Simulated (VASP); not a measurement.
Input of a VASP 6.6.1 run:

Contents of INCAR:

```
PREC = Accurate
ENCUT = 520
EDIFF = 1E-6
ISMEAR = 0
SIGMA = 0.05
LREAL = F
LASPH = T
NELM = 80
ALGO = Normal
ISIF = 2
LWAVE = F
LCHARG = F
GGA = PE
NBANDS = 12
```

KPOINTS

```
Automatic mesh
0
Gamma
  10 10 10
```

File POSCAR:

```
LiF
1.0
    0.0000000000      2.0945600000      2.1751200000
    2.0945600000      0.0000000000      2.1751200000
    2.0945600000      2.0945600000      0.0000000000
Li F
1 1
Direct
    0.0000000000      0.0000000000      0.0000000000
    0.5000000000      0.5000000000      0.5000000000
```

Potentials or basis: VASP PAW PBE potentials, release 64 (Li_sv, F).

Launch:

```bash
$ cat potpaw_PBE.64/Li_sv/POTCAR potpaw_PBE.64/F/POTCAR > POTCAR
$ mpirun -np 1 vasp_std > vasp.out
```

Q: What does it give for the band gap on the k mesh?

A: 7.79 eV, direct.

Caveat: the cell differs from its parent crystal (strain +0.040 along x and y, +0.080 along z). A k mesh can miss the band edges.
